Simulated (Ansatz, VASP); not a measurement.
# SrCl2 in VASP and in Ansatz

```
Sr Cl
1.0
     0.00000    3.51966    3.51966
     3.51966    0.00000    3.51966
     3.51966    3.51966    0.00000
Sr Cl
1 2
Direct
  0.00000 0.00000 0.00000
  0.25000 0.25000 0.25000
  0.75000 0.75000 0.75000
```

Alike in both runs: functional PBE; k mesh 5 × 5 × 5; no spin polarisation.

Ansatz relaxed the structure, and its values are those at the end. VASP's run is a single point on that final structure, the one shown.

|  | VASP | Ansatz |
| --- | --- | --- |
| version | VASP 6.6.1 | Ansatz 0.2.0 |
| potentials or method | VASP PAW PBE potentials, release 64 (Sr_sv, Cl), cutoff 520 eV | PAW plane waves |
| occupations | fermi-dirac, width 0.1 eV | fermi-dirac |
| valence electrons in the cell | 24 | 24 |

|  | VASP | Ansatz | Ansatz less VASP |
| --- | --- | --- | --- |
| gap on the k mesh at the Fermi level (eV) | 5.30 | 5.31 | +0.004 |
| pressure (GPa) | 0.1 | 0.0 | -0.07 |
